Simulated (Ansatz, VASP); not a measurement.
CsH in VASP and in Ansatz

```
Cs H
1.0
     0.00000    3.46327    2.70135
     3.46327    0.00000    2.70135
     3.46327    3.46327    0.00000
Cs H
1 1
Direct
  0.00000 0.00000 0.00000
  0.50000 0.50000 0.50000
```

Alike in both runs: task single point; functional LDA; k mesh 8 × 8 × 8; occupations gaussian, width 0.05 eV; no spin polarisation.

|  | VASP | Ansatz |
| --- | --- | --- |
| version | VASP 6.6.1 | Ansatz 0.2.0 |
| potentials or method | VASP PAW LDA potentials, release 64 (Cs_sv, H), cutoff 520 eV | scalar-relativistic, plane waves, PAW |
| valence electrons in the cell | 10 | 10 |

Ansatz gave:

| Item | Value |
| --- | --- |
| gap on the k mesh at the Fermi level (eV) | 1.59 |
| least direct gap on the mesh (eV) | 1.59 |
| pressure (GPa) | 0.5 |
| traceless stress, the component that is largest in VASP (GPa) | 5.00 |

Estimate VASP's values.

gap on the k mesh at the Fermi level (eV): 1.57; least direct gap on the mesh (eV): 1.57; pressure (GPa): 0.5; traceless stress, the component that is largest in VASP (GPa): 5.13.

LDA's correlation is that of Perdew and Zunger in VASP and of Perdew and Wang (1992) in Ansatz.

Spin-orbit coupling is off throughout.
